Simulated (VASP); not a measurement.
# MgO (Periclase) (Fm-3m) in VASP: settings compared

Aim: see how the results for MgO (Periclase) move with the level of theory and the settings. Levels: PBE, r2SCAN. Tasks: single point.

Everything below comes from runs of VASP 6.6.1. Logs are shortened: lines on timing, memory, paths and dates and some standing lists are left out, and cuts for length are marked.

**The experiment to reproduce.**

From “Electronic structure of alkaline earth and post-transition metal oxides”, 2009, arxiv:0908.1581, for a bulk crystal of MgO: band gap 7.83 eV.

How close the calculation comes is told below.

## 1. The cell of the first run

It takes space group Fm-3m (No. 225, cubic). Conventional cell: a = 4.204 Å, b = 4.204 Å, c = 4.204 Å, α = 90.00°, β = 90.00°, γ = 90.00°. Within 2.8 Å of Mg (site symmetry m-3m) lie 6 O at 2.10 Å. O (site symmetry m-3m) has 6 Mg at 2.10 Å within 2.8 Å.

## 2. Single point, PBE

INCAR

```
PREC = Accurate
ENCUT = 520
EDIFF = 1E-6
ISMEAR = 0
SIGMA = 0.01
LREAL = F
LASPH = T
NELM = 60
ALGO = Normal
ISIF = 2
LWAVE = F
LCHARG = T
GGA = PE
LELF = T
LVHAR = T
NBANDS = 11
```

KPOINTS

```
Automatic mesh
0
Gamma
  10 10 10
```

POSCAR

```
MgO
1.0
    0.0000000000      2.1021680262      2.1021680262
    2.1021680262      0.0000000000      2.1021680262
    2.1021680262      2.1021680262      0.0000000000
Mg O
1 1
Direct
    0.0000000000      0.0000000000      0.0000000000
    0.5000000000      0.5000000000      0.5000000000
```

Potentials or basis: VASP PAW PBE potentials, release 64 (Mg, O).

Launch:

```console
$ cat potpaw_PBE.64/Mg/POTCAR potpaw_PBE.64/O/POTCAR > POTCAR
$ mpirun -np 1 vasp_std > vasp.out
```

OUTCAR:

```text
PREC = Accurate
   ENCUT = 520
   EDIFF = 1E-6
   ISMEAR = 0
   LREAL = F
   LASPH = T
   NELM = 60
   ISIF = 2
   GGA = PE

 ion  position               nearest neighbor table
   1  0.000  0.000  0.000-   2 2.10   2 2.10   2 2.10   2 2.10   2 2.10   2 2.10
   2  0.500  0.500  0.500-   1 2.10   1 2.10   1 2.10   1 2.10   1 2.10   1 2.10

  LATTYP: Found a face centered cubic cell.
 ALAT       =     4.2043360524

  Lattice vectors:

 A1 = (   0.0000000000,   2.1021680262,   2.1021680262)
 A2 = (   2.1021680262,   0.0000000000,   2.1021680262)
 A3 = (   2.1021680262,   2.1021680262,   0.0000000000)

Analysis of symmetry for initial positions (statically):
=====================================================================
 Subroutine PRICEL returns:
 Original cell was already a primitive cell.

 Routine SETGRP: Setting up the symmetry group for a
 face centered cubic supercell.

 Subroutine GETGRP returns: Found 48 space group operations
 (whereof 48 operations were pure point group operations)
 out of a pool of 48 trial point group operations.

The static configuration has the point symmetry O_h .

Analysis of symmetry for dynamics (positions and initial velocities):
=====================================================================
 Subroutine PRICEL returns:
 Original cell was already a primitive cell.

 Routine SETGRP: Setting up the symmetry group for a
 face centered cubic supercell.

 Subroutine GETGRP returns: Found 48 space group operations
 (whereof 48 operations were pure point group operations)
 out of a pool of 48 trial point group operations.

The dynamic configuration has the point symmetry O_h .

 Subroutine INISYM returns: Found 48 space group operations
 (whereof 48 operations are pure point group operations),
 and found     1 'primitive' translations

----------------------------------------------------------------------------------------

                                     Primitive cell

  volume of cell :      18.5794

  direct lattice vectors                    reciprocal lattice vectors
     0.000000000  2.102168026  2.102168026    -0.237849684  0.237849684  0.237849684
     2.102168026  0.000000000  2.102168026     0.237849684 -0.237849684  0.237849684
     2.102168026  2.102168026  0.000000000     0.237849684  0.237849684 -0.237849684

  length of vectors
     2.972914533  2.972914533  2.972914533     0.411967737  0.411967737  0.411967737

  position of ions in fractional coordinates (direct lattice)
     0.000000000  0.000000000  0.000000000
     0.500000000  0.500000000  0.500000000

  ion indices of the primitive-cell ions
   primitive index   ion index
                 1           1
                 2           2

----------------------------------------------------------------------------------------

 KPOINTS: Automatic mesh

Automatic generation of k-mesh.
 Grid dimensions read from file:
 generate k-points for:   10   10   10

 Generating k-lattice:

  Cartesian coordinates                     Fractional coordinates (reciprocal lattice)
    -0.023784968  0.023784968  0.023784968     0.100000000  0.000000000  0.000000000
     0.023784968 -0.023784968  0.023784968     0.000000000  0.100000000  0.000000000
     0.023784968  0.023784968 -0.023784968     0.000000000  0.000000000  0.100000000

  Length of vectors
     0.041196774  0.041196774  0.041196774

  Shift w.r.t. Gamma in fractional coordinates (k-lattice)
     0.000000000  0.000000000  0.000000000

 Subroutine IBZKPT returns following result:
 ===========================================

 Found     47 irreducible k-points:

 Following reciprocal coordinates:
            Coordinates               Weight
  0.000000  0.000000  0.000000      1.000000
  0.100000  0.000000  0.000000      8.000000
  0.200000  0.000000  0.000000      8.000000
  0.300000  0.000000  0.000000      8.000000
  0.400000  0.000000  0.000000      8.000000
  0.500000  0.000000  0.000000      4.000000
[... 16 lines left out ...]
  0.300000  0.300000  0.000000      6.000000
  0.400000  0.300000  0.000000     24.000000
 [... further k-points ...]
   k-points           NKPTS =     47   k-points in BZ     NKDIM =     47   number of bands    NBANDS=     11
   number of dos      NEDOS =    301   number of ions     NIONS =      2
   total plane-waves  NPLWV =  13824
   dimension x,y,z NGX =    24 NGY =   24 NGZ =   24
   dimension x,y,z NGXF=    48 NGYF=   48 NGZF=   48
   ions per type =               1   1
   NGX,Y,Z   is equivalent  to a cutoff of  13.42, 13.42, 13.42 a.u.
   NGXF,Y,Z  is equivalent  to a cutoff of  26.84, 26.84, 26.84 a.u.
 SYSTEM =  unknown system
   PREC   = accura    normal or accurate (medium, high low for compatibility)
   ISTART =      0    job   : 0-new  1-cont  2-samecut
   ICHARG =      2    charge: 1-file 2-atom 10-const
   ISPIN  =      1    spin polarized calculation?
   LNONCOLLINEAR =      F non collinear calculations
   LSORBIT =      F    spin-orbit coupling
   LASPH  =      T    aspherical Exc in radial PAW
   ENCUT  =  520.0 eV  38.22 Ry    6.18 a.u.   5.53  5.53  5.53*2*pi/ulx,y,z
   NELM   =     60;   NELMIN=  2; NELMDL= -5     # of ELM steps
   EDIFF  = 0.1E-05   stopping-criterion for ELM
   LREAL  =      F    real-space projection
   EDIFFG = 0.1E-04   stopping-criterion for IOM
   NSW    =      0    number of steps for IOM
   IBRION =     -1    ionic relax: 0-MD 1-quasi-New 2-CG
   NFREE  =      0    steps in history (QN), initial steepest desc. (CG)
   ISIF   =      2    stress and relaxation
   ISYM   =      2    0-nonsym 1-usesym 2-fastsym
   POTIM  = 0.5000    time-step for ionic-motion
   TEBEG  =    0.0;   TEEND  =   0.0 temperature during run
   PSTRESS=    0.0 pullay stress
   NELECT =       8.0000    total number of electrons
   NUPDOWN=      -1.0000    fix difference up-down
   EMIN   =  10.00;   EMAX   =-10.00  energy-range for DOS
   EFERMI =   0.00;   METHOD = LEGACY
   ISMEAR =     0;   SIGMA  =   0.01  broadening in eV -4-tet -1-fermi 0-gaus
   EFERMI_NEDOS =   21; number of points for ismear=-14 and -15
   IALGO  =     38    algorithm
   IMIX   =      4    mixing-type and parameters
     AMIX     =   0.40;   BMIX     =  1.00
     AMIX_MAG =   1.60;   BMIX_MAG =  1.00
  volume/ion in A,a.u.               =       9.29        62.69
  Fermi-wavevector in a.u.,A,eV,Ry     =   1.236215  2.336108 20.792804  1.528228
  Thomas-Fermi vector in A             =   2.370833
   LORBIT       =      0    0 simple, 1 ext, 2 COOP (PROOUT), +10 PAW based schemes
   GGA     = PE    functional components
   LHFCALC =     F    Hartree Fock is set to
   AEXX    =    0.0000 exact exchange contribution
   IVDW    =     0    specifies the selected vdW correction
   LEPSILON=     F    determine dielectric tensor
   LRPA    =     F    only Hartree local field effects (RPA)
 non-spin polarized calculation
 Gauss-broadening in eV      SIGMA  =   0.01
  energy-cutoff  :      520.00
  volume of cell :       18.58
 maximum number of plane-waves:       531
 NGX is ok and might be reduce to    24
   NGX = 11   NGY = 11   NGZ = 11

 number of electron       8.0000004 magnetization

 Free energy of the ion-electron system (eV)
  ---------------------------------------------------
  ext. energy  EPLUGINS =         0.00000000
  ---------------------------------------------------
  free energy    TOTEN  =       -11.90258837 eV

  energy without entropy =      -11.90258837  energy(sigma->0) =      -11.90258837

 E-fermi :   3.3600     XC(G=0): -11.1048

 val. band max:        3.2285311583   @ k =   0.0000   0.0000   0.0000
 cond. band min:       8.0086959712   @ k =   0.0000   0.0000   0.0000
 fundamental gap:      4.7801648129
 Fermi energy:         3.3599815266

 k-point     1 :       0.0000    0.0000    0.0000
  band No.  band energies     occupation
      1     -14.0633      2.00000
      2       3.2285      2.00000
      3       3.2285      2.00000
      4       3.2285      2.00000
      5       8.0087      0.00000
      6      19.0594      0.00000
      7      19.0594      0.00000
      8      19.0594      0.00000
      9      22.9906      0.00000
     10      24.7714      0.00000
     11      24.7714      0.00000

 k-point     2 :       0.1000    0.0000    0.0000
  band No.  band energies     occupation
      1     -13.9565      2.00000
      2       2.5757      2.00000
      3       3.1603      2.00000
      4       3.1603      2.00000
      5       8.6369      0.00000
      6      17.8085      0.00000
      7      19.3015      0.00000
      8      19.3015      0.00000
      9      24.0515      0.00000
     10      24.0515      0.00000
     11      24.6580      0.00000

 k-point     3 :       0.2000    0.0000    0.0000
  band No.  band energies     occupation
      1     -13.6629      2.00000
      2       1.2494      2.00000
      3       2.9876      2.00000
      4       2.9876      2.00000
      5       9.8327      0.00000
      6      16.2978      0.00000
      7      19.7926      0.00000
      8      19.7926      0.00000
      9      23.3618      0.00000
     10      23.3618      0.00000
     11      25.5824      0.00000

 k-point     4 :       0.3000    0.0000    0.0000
  band No.  band energies     occupation
      1     -13.2665      2.00000
      2      -0.0798      2.00000
      3       2.7845      2.00000
      4       2.7845      2.00000
      5      10.7641      0.00000
      6      15.6214      0.00000
      7      19.9182      0.00000
      8      19.9182      0.00000
      9      23.8063      0.00000
     10      23.8063      0.00000
     11      24.9681      0.00000

 k-point     5 :       0.4000    0.0000    0.0000
  band No.  band energies     occupation
      1     -12.9110      2.00000
      2      -1.0520      2.00000
      3       2.6277      2.00000
      4       2.6277      2.00000
      5      11.1134      0.00000
      6      15.7248      0.00000
      7      19.7078      0.00000
      8      19.7078      0.00000
      9      24.4060      0.00000
     10      25.0658      0.00000
     11      25.0658      0.00000
[... 211 lines left out ...]
 k-point    21 :      -0.3000    0.2000    0.0000
  band No.  band energies     occupation
      1     -12.8321      2.00000
      2      -0.4589      2.00000
      3       1.4113      2.00000
      4       2.5699      2.00000
      5      12.5451      0.00000
      6      15.2011      0.00000
      7      17.4823      0.00000
      8      20.6276      0.00000
      9      23.5533      0.00000
     10      24.3838      0.00000
     11      28.3990      0.00000

 k-point    22 :      -0.2000    0.2000    0.0000
  band No.  band energies     occupation
      1     -13.1488      2.00000
      2       0.1186      2.00000
      3       1.8842      2.00000
      4       2.7806      2.00000
      5      11.7277      0.00000
      6      15.1651      0.00000
      7      18.4022      0.00000
      8      21.0895      0.00000
      9      21.7471      0.00000
     10      24.6586      0.00000
     11      28.1632      0.00000

 k-point    23 :       0.3000    0.3000    0.0000
  band No.  band energies     occupation
      1     -13.0625      2.00000
      2       0.0630      2.00000
      3       2.2860      2.00000
      4       2.2860      2.00000
      5      12.1395      0.00000
      6      13.6733      0.00000
      7      17.7195      0.00000
      8      21.2330      0.00000
      9      21.2330      0.00000
     10      27.4354      0.00000
     11      30.7238      0.00000

 k-point    24 :       0.4000    0.3000    0.0000
  band No.  band energies     occupation
      1     -12.8125      2.00000
      2      -0.3645      2.00000
      3       1.9178      2.00000
      4       2.1378      2.00000
      5      12.8537      0.00000
      6      13.4285      0.00000
      7      16.8899      0.00000
      8      21.4804      0.00000
      9      21.6879      0.00000
     10      28.1843      0.00000
     11      30.3191      0.00000

 [... further k-points ...]

------------------------ aborting loop because EDIFF is reached ----------------------------------------

  FORCE on cell =-STRESS in cart. coord.  units (eV):
  Direction    XX          YY          ZZ          XY          YZ          ZX
  --------------------------------------------------------------------------------------
  -------------------------------------------------------------------------------------
  Total        0.5667157      0.5667157      0.5667157      0.0000000      0.0000000      0.0000000
  in kB       48.8701369     48.8701369     48.8701369      0.0000000      0.0000000      0.0000000
  external PRESSURE =      48.8701369 kB  Pullay stress =       0.0000000 kB

 VOLUME and BASIS-vectors are now :
 -----------------------------------------------------------------------------
  energy-cutoff  :      520.00
  volume of cell :       18.58
      direct lattice vectors                 reciprocal lattice vectors
     0.000000000  2.102168026  2.102168026    -0.237849684  0.237849684  0.237849684
     2.102168026  0.000000000  2.102168026     0.237849684 -0.237849684  0.237849684
     2.102168026  2.102168026  0.000000000     0.237849684  0.237849684 -0.237849684

 POSITION                                       TOTAL-FORCE (eV/Angst)
 -----------------------------------------------------------------------------------
      0.00000      0.00000      0.00000         0.000000      0.000000      0.000000
      2.10217      2.10217      2.10217        -0.000000      0.000000     -0.000000
 -----------------------------------------------------------------------------------
    total drift:                               -0.000000     -0.000000      0.000000

  FREE ENERGIE OF THE ION-ELECTRON SYSTEM (eV)
  ---------------------------------------------------
  free  energy   TOTEN  =       -11.9025883678 eV

  energy  without entropy=      -11.9025883678  energy(sigma->0) =      -11.90258837
```

Wall time 7.5 s (1 thread of AMD EPYC 7R13 (Zen 3), shared host); peak memory 0.11 GiB.

What came out:

```yaml
Free_energy: -11.9026 eV
Pressure: 4.9 GPa
Band_gap_on_the_k_mesh: 4.78 eV, direct
```

Levels at points of the mesh, in eV from the valence-band top:
| k point | band 1 | band 2 | band 3 | band 4 | band 5 | band 6 | band 7 | band 8 |
| --- | --- | --- | --- | --- | --- | --- | --- | --- |
| (0.00, 0.00, 0.00) | -17.29 | 0.00 | 0.00 | 0.00 | 4.78 | 15.83 | 15.83 | 15.83 |
| (0.50, 0.00, 0.00) | -15.99 | -4.64 | -0.66 | -0.66 | 7.93 | 12.67 | 16.37 | 16.37 |
| (0.50, 0.50, 0.00) | -15.73 | -4.11 | -1.36 | -1.36 | 9.13 | 10.03 | 13.16 | 19.06 |

## 3. Single point, r2SCAN

POSCAR is that of step 2.

INCAR.step1

```
SYSTEM = MgO
PREC = Accurate ; ENCUT = 520
ISMEAR = 0 ; SIGMA = 0.01
LREAL = .False. ; LASPH = .True.
NELM = 60 ; NBANDS = 11
GGA = PE ; ALGO = Normal
EDIFF = 1E-4 ; LWAVE = .True.
LCHARG = .False.
```

INCAR.step2

```
SYSTEM = MgO
PREC = Accurate ; ENCUT = 520
EDIFF = 1E-6 ; ISMEAR = 0
SIGMA = 0.01 ; LREAL = .False.
LASPH = .True. ; NELM = 60
ALGO = Normal ; ISIF = 2
LWAVE = .False. ; LCHARG = .True.
METAGGA = R2SCAN ; LMIXTAU = .True.
LELF = .True. ; LVHAR = .True.
NBANDS = 11 ; ISTART = 1
```

KPOINTS

```
Automatic mesh
0
Gamma
  8 8 8
  0 0 0
```

Potentials or basis: VASP PAW PBE potentials, release 64 (Mg, O).

Launch:

```console
$ cat potpaw_PBE.64/Mg/POTCAR potpaw_PBE.64/O/POTCAR > POTCAR
$ cp INCAR.step1 INCAR
$ mpirun -np 1 vasp_std > vasp.out
$ cp INCAR.step2 INCAR
$ mpirun -np 1 vasp_std > vasp.out
```

Wall time 24 s (1 thread of AMD EPYC 7R13 (Zen 3), shared host); peak memory 0.11 GiB.

The run converged. Its results:

| Property | Result |
| --- | --- |
| Free energy | -16.1611 eV |
| Pressure | -1.1 GPa |
| Band gap on the k mesh | 5.66 eV, direct |

Levels at points of the mesh, in eV from the valence-band top:
| k point | band 2 | band 3 | band 4 | band 5 | band 6 | band 7 |
| --- | --- | --- | --- | --- | --- | --- |
| (0.00, 0.00, 0.00) | 0.00 | 0.00 | 0.00 | 5.66 | 16.87 | 16.87 |
| (0.50, 0.00, 0.00) | -4.64 | -0.68 | -0.68 | 8.84 | 13.87 | 17.48 |
| (0.50, 0.50, 0.00) | -4.12 | -1.38 | -1.38 | 10.04 | 11.12 | 14.35 |

Caveat: the PAW data sets were made with another functional, which shifts forces and pressure a little.

## 4. Against experiment

Step 3. Measured gap of MgO: 7.83 eV (quoted in “Electronic structure of alkaline earth and post-transition metal oxides”, 2009, arxiv:0908.1581). This calculation gives 5.66 eV (-2.17 eV). The value is that of r2SCAN, without temperature or zero-point motion.
